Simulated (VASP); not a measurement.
# HfO2 (Fm-3m) in VASP: a series of runs

Runs on HfO2. Level: PBEsol. Tasks: single point, relaxation of cell and atoms.

Everything below comes from runs of VASP 6.6.1. Logs are shortened: lines on timing, memory, paths and dates and some standing lists are left out, and cuts for length are marked.

**1. The cell of the first run**

It takes space group Fm-3m (No. 225, cubic). The conventional cell has a = 5.044 Å, b = 5.044 Å, c = 5.044 Å, α = 90.00°, β = 90.00°, γ = 90.00°. Within 2.9 Å of Hf (site symmetry m-3m) lie 8 O at 2.18 Å. O (site symmetry -43m) has 4 Hf at 2.18 Å and 6 O at 2.52 Å within 2.9 Å.

**2. Single point, PBEsol**

INCAR

```
PREC     = Accurate       # precision mode
ENCUT    = 600            # plane-wave cutoff, eV
EDIFF    = 1E-6           # SCF threshold, eV
ISMEAR   = 0              # smearing method
SIGMA    = 0.01           # smearing width, eV
LREAL    = F              # projectors in reciprocal space
LASPH    = T              # aspherical terms in the spheres
NELM     = 120            # most SCF steps
ALGO     = Normal         # electronic algorithm
ISIF     = 2              # what is computed and relaxed
LWAVE    = F              # write WAVECAR
LCHARG   = F              # write CHGCAR
GGA      = PS             # functional
NBANDS   = 18             # bands
GGA_COMPAT= F
```

KPOINTS

```
Automatic mesh
0
Gamma
  5 5 5
```

POSCAR

```
HfO2
1.0
    0.0000000000      2.5219434483      2.5219434483
    2.5219434483      0.0000000000      2.5219434483
    2.5219434483      2.5219434483      0.0000000000
Hf O
1 2
Direct
    0.0000000000      0.0000000000      0.0000000000
    0.2500000000      0.2500000000      0.2500000000
    0.7500000000      0.7500000000      0.7500000000
```

Potentials or basis: VASP PAW PBE potentials, release 64 (Hf_pv, O).

Launch:

```bash
cat potpaw_PBE.64/Hf_pv/POTCAR potpaw_PBE.64/O/POTCAR > POTCAR
mpirun -np 1 vasp_std > vasp.out
```

OUTCAR:

```text
PREC = Accurate
   ENCUT = 600
   EDIFF = 1E-6
   ISMEAR = 0
   LREAL = F
   LASPH = T
   NELM = 120
   ISIF = 2
   GGA = PS

 ion  position               nearest neighbor table
   1  0.000  0.000  0.000-   3 2.18   3 2.18   3 2.18   2 2.18   3 2.18   2 2.18   2 2.18   2 2.18

   2  0.250  0.250  0.250-   1 2.18   1 2.18   1 2.18   1 2.18
   3  0.750  0.750  0.750-   1 2.18   1 2.18   1 2.18   1 2.18

  LATTYP: Found a face centered cubic cell.
 ALAT       =     5.0438868966

  Lattice vectors:

 A1 = (   0.0000000000,   2.5219434483,   2.5219434483)
 A2 = (   2.5219434483,   0.0000000000,   2.5219434483)
 A3 = (   2.5219434483,   2.5219434483,   0.0000000000)

Analysis of symmetry for initial positions (statically):
=====================================================================
 Subroutine PRICEL returns:
 Original cell was already a primitive cell.

 Routine SETGRP: Setting up the symmetry group for a
 face centered cubic supercell.

 Subroutine GETGRP returns: Found 48 space group operations
 (whereof 48 operations were pure point group operations)
 out of a pool of 48 trial point group operations.

The static configuration has the point symmetry O_h .

Analysis of symmetry for dynamics (positions and initial velocities):
=====================================================================
 Subroutine PRICEL returns:
 Original cell was already a primitive cell.

 Routine SETGRP: Setting up the symmetry group for a
 face centered cubic supercell.

 Subroutine GETGRP returns: Found 48 space group operations
 (whereof 48 operations were pure point group operations)
 out of a pool of 48 trial point group operations.

The dynamic configuration has the point symmetry O_h .

 Subroutine INISYM returns: Found 48 space group operations
 (whereof 48 operations are pure point group operations),
 and found     1 'primitive' translations

----------------------------------------------------------------------------------------

                                     Primitive cell

  volume of cell :      32.0801

  direct lattice vectors                    reciprocal lattice vectors
[... 67 lines left out ...]
   ICHARG =      2    charge: 1-file 2-atom 10-const
   ISPIN  =      1    spin polarized calculation?
   LNONCOLLINEAR =      F non collinear calculations
   LSORBIT =      F    spin-orbit coupling
   LASPH  =      T    aspherical Exc in radial PAW
   ENCUT  =  600.0 eV  44.10 Ry    6.64 a.u.   7.12  7.12  7.12*2*pi/ulx,y,z
   NELM   =    120;   NELMIN=  2; NELMDL= -5     # of ELM steps
   EDIFF  = 0.1E-05   stopping-criterion for ELM
   LREAL  =      F    real-space projection
   EDIFFG = 0.1E-04   stopping-criterion for IOM
   NSW    =      0    number of steps for IOM
   IBRION =     -1    ionic relax: 0-MD 1-quasi-New 2-CG
   NFREE  =      0    steps in history (QN), initial steepest desc. (CG)
   ISIF   =      2    stress and relaxation
   ISYM   =      2    0-nonsym 1-usesym 2-fastsym
   POTIM  = 0.5000    time-step for ionic-motion
   TEBEG  =    0.0;   TEEND  =   0.0 temperature during run
   PSTRESS=    0.0 pullay stress
   NELECT =      22.0000    total number of electrons
   NUPDOWN=      -1.0000    fix difference up-down
   EMIN   =  10.00;   EMAX   =-10.00  energy-range for DOS
   EFERMI =   0.00;   METHOD = LEGACY
   ISMEAR =     0;   SIGMA  =   0.01  broadening in eV -4-tet -1-fermi 0-gaus
   EFERMI_NEDOS =   21; number of points for ismear=-14 and -15
   IALGO  =     38    algorithm
   IMIX   =      4    mixing-type and parameters
     AMIX     =   0.40;   BMIX     =  1.00
     AMIX_MAG =   1.60;   BMIX_MAG =  1.00
  volume/ion in A,a.u.               =      10.69        72.16
  Fermi-wavevector in a.u.,A,eV,Ry     =   1.443678  2.728156 28.357352  2.084207
  Thomas-Fermi vector in A             =   2.562059
   LORBIT       =      0    0 simple, 1 ext, 2 COOP (PROOUT), +10 PAW based schemes
   GGA     = PS    functional components
   LHFCALC =     F    Hartree Fock is set to
   AEXX    =    0.0000 exact exchange contribution
   IVDW    =     0    specifies the selected vdW correction
   LEPSILON=     F    determine dielectric tensor
   LRPA    =     F    only Hartree local field effects (RPA)
 non-spin polarized calculation
 Gauss-broadening in eV      SIGMA  =   0.01
  energy-cutoff  :      600.00
  volume of cell :       32.08
 maximum number of plane-waves:      1082
   NGX = 15   NGY = 15   NGZ = 15

 number of electron      21.9999993 magnetization

 Free energy of the ion-electron system (eV)
  ---------------------------------------------------
  ext. energy  EPLUGINS =         0.00000000
  ---------------------------------------------------
  free energy    TOTEN  =       -31.63720883 eV

  energy without entropy =      -31.63720883  energy(sigma->0) =      -31.63720883

 E-fermi :   4.1455     XC(G=0): -12.1875

 val. band max:        4.0587757932   @ k =  -0.4000   0.4000   0.0000
 cond. band min:       8.0793260020   @ k =   0.0000   0.0000   0.0000
 fundamental gap:      4.0205502088
 Fermi energy:         4.1454756798

 k-point     1 :       0.0000    0.0000    0.0000
  band No.  band energies     occupation
      1     -25.2917      2.00000
      2     -25.2917      2.00000
      3     -25.2917      2.00000
      4     -14.5223      2.00000
      5     -11.3445      2.00000
      6      -1.2345      2.00000
[... 187 lines left out ...]
      5     -12.4759      2.00000
      6      -1.1704      2.00000
[... 10 lines left out ...]
     17      16.1512      0.00000
     18      17.7559      0.00000

------------------------ aborting loop because EDIFF is reached ----------------------------------------

  FORCE on cell =-STRESS in cart. coord.  units (eV):
  Direction    XX          YY          ZZ          XY          YZ          ZX
  --------------------------------------------------------------------------------------
  -------------------------------------------------------------------------------------
  Total       -0.7899235     -0.7899235     -0.7899235      0.0000000      0.0000000     -0.0000000
  in kB      -39.4511445    -39.4511445    -39.4511445      0.0000000      0.0000000     -0.0000000
  external PRESSURE =     -39.4511445 kB  Pullay stress =       0.0000000 kB

 VOLUME and BASIS-vectors are now :
 -----------------------------------------------------------------------------
  energy-cutoff  :      600.00
  volume of cell :       32.08
      direct lattice vectors                 reciprocal lattice vectors
     0.000000000  2.521943448  2.521943448    -0.198259799  0.198259799  0.198259799
     2.521943448  0.000000000  2.521943448     0.198259799 -0.198259799  0.198259799
     2.521943448  2.521943448  0.000000000     0.198259799  0.198259799 -0.198259799

 POSITION                                       TOTAL-FORCE (eV/Angst)
 -----------------------------------------------------------------------------------
      0.00000      0.00000      0.00000        -0.000000      0.000000      0.000000
      1.26097      1.26097      1.26097         0.000000      0.000000      0.000000
      3.78292      3.78292      3.78292        -0.000000     -0.000000     -0.000000
 -----------------------------------------------------------------------------------
    total drift:                                0.000000      0.000000      0.000000

  FREE ENERGIE OF THE ION-ELECTRON SYSTEM (eV)
  ---------------------------------------------------
  free  energy   TOTEN  =       -31.6372088328 eV

  energy  without entropy=      -31.6372088328  energy(sigma->0) =      -31.63720883
```

OSZICAR:

```text
N       E                     dE             d eps       ncg     rms          rms(c)
DAV:   1     0.984108890506E+02    0.98411E+02   -0.13886E+04   360   0.136E+03
DAV:   2    -0.326322533699E+02   -0.13104E+03   -0.12699E+03   464   0.301E+02
DAV:   3    -0.368427235249E+02   -0.42105E+01   -0.41974E+01   432   0.476E+01
DAV:   4    -0.368669450292E+02   -0.24222E-01   -0.24217E-01   426   0.404E+00
DAV:   5    -0.368671040220E+02   -0.15899E-03   -0.15899E-03   428   0.298E-01    0.507E+01
DAV:   6    -0.318100692419E+02    0.50570E+01   -0.18082E+01   372   0.306E+01    0.430E+01
DAV:   7    -0.316859115460E+02    0.12416E+00   -0.63480E-01   404   0.670E+00    0.289E+01
DAV:   8    -0.316557704420E+02    0.30141E-01   -0.24820E-01   400   0.452E+00    0.831E+00
DAV:   9    -0.316373607722E+02    0.18410E-01   -0.56097E-02   372   0.200E+00    0.281E+00
DAV:  10    -0.316371938746E+02    0.16690E-03   -0.28960E-03   422   0.408E-01    0.177E-01
DAV:  11    -0.316372063111E+02   -0.12437E-04   -0.13712E-04   388   0.103E-01    0.173E-01
DAV:  12    -0.316372084768E+02   -0.21657E-05   -0.16075E-05   402   0.285E-02    0.125E-02
DAV:  13    -0.316372088328E+02   -0.35595E-06   -0.60263E-07   336   0.626E-03
   1 F= -.31637209E+02 E0= -.31637209E+02  d E =-.122558E-35
```

It took 4.4 s on 1 thread of AMD EPYC 9R45 (Zen 5), shared host; peak memory 0.13 GiB.

Results:

```
Free energy            : -31.6372 eV
Pressure               : -3.9 GPa
Band gap on the k mesh : 4.02 eV, indirect (least direct gap 4.37 eV)
```

Caveat: the k points lie up to 0.43 Å⁻¹ apart; the PAW data sets were made with another functional, which shifts forces and pressure a little; spin-orbit coupling is left out, which moves the levels of the heavy elements. A k mesh can miss the band edges.

**3. Relaxation of cell and atoms, PBEsol**

This run uses another cell than the first one, of 11.15 Å³/atom, 1.043 times its volume.

INCAR

```
SYSTEM = HfO2
PREC     = Accurate       ! precision mode
ENCUT    = 600            ! plane-wave cutoff, eV
EDIFF    = 1E-7           ! SCF threshold, eV
ISMEAR   = 0              ! smearing method
SIGMA    = 0.01           ! smearing width, eV
LREAL    = .FALSE.        ! projectors in reciprocal space
LASPH    = .TRUE.         ! aspherical terms in the spheres
NELM     = 120            ! most SCF steps
ALGO     = Normal         ! electronic algorithm
ISIF     = 3              ! what is computed and relaxed
LWAVE    = .FALSE.        ! write WAVECAR
LCHARG   = .FALSE.        ! write CHGCAR
GGA      = PS             ! functional
IBRION   = 2              ! ionic algorithm
NSW      = 50             ! ionic steps
EDIFFG   = -0.03          ! ionic threshold
GGA_COMPAT= .FALSE.      
NELMIN   = 4
```

KPOINTS

```
regular mesh
0
G
  5 5 5
  0 0 0
```

POSCAR

```
HfO2
1.0
    0.0000000000      2.5575000000      2.5575000000
    2.5575000000      0.0000000000      2.5575000000
    2.5575000000      2.5575000000      0.0000000000
Hf O
1 2
Direct
    0.0000000000      0.0000000000      0.0000000000
    0.2500000000      0.2500000000      0.2500000000
    0.7500000000      0.7500000000      0.7500000000
```

Potentials or basis: VASP PAW PBE potentials, release 64 (Hf_pv, O).

Launch:

```bash
cat potpaw_PBE.64/Hf_pv/POTCAR potpaw_PBE.64/O/POTCAR > POTCAR
mpirun -np 1 vasp_std > vasp.out
```

Wall time 12 s (1 thread of AMD EPYC 9R45 (Zen 5), shared host); peak memory 0.14 GiB.

The run converged. Its results:

```yaml
Free_energy: -31.6470 eV
Relaxed_volume: 10.55 Å³/atom
Relaxed_cell: a = 3.550 Å, b = 3.550 Å, c = 3.550 Å, α = 60.00°, β = 60.00°, γ = 60.00°
Space_group_after_relaxing_to_0.05_Å: Fm-3m (No. 225)
Energy_gained_by_relaxing: 28.0 meV/atom
Ionic_steps: 3
Pressure_after_relaxing: -0.3 GPa
Band_gap_on_the_k_mesh: 4.06 eV, indirect (least direct gap 4.42 eV)
```

The path:
| step | energy change (eV) | largest force (eV/Å) | pressure (GPa) | volume (Å³) |
| --- | --- | --- | --- | --- |
| 1 | 0.0000 | 0.0000 | -13.75 | 33.46 |
| 2 | 0.1213 | 0.0000 | 27.65 | 29.03 |
| 3 | -0.0839 | 0.0000 | -0.34 | 31.64 |

Final structure:
```
Hf O
1.0
     0.00000    2.51031    2.51031
     2.51031    0.00000    2.51031
     2.51031    2.51031    0.00000
Hf O
1 2
Direct
  0.00000 0.00000 0.00000
  0.25000 0.25000 0.25000
  0.75000 0.75000 0.75000
```

Levels at points of the mesh, in eV from the valence-band top:
```tsv
k point	band 9	band 10	band 11	band 12	band 13	band 14
(0.00, 0.00, 0.00)	-0.42	-0.42	-0.42	4.06	4.06	6.09
```

Caveat: the k points lie up to 0.43 Å⁻¹ apart in the final cell; the PAW data sets were made with another functional, which shifts forces and pressure a little; spin-orbit coupling is left out, which moves the levels of the heavy elements. A k mesh can miss the band edges.
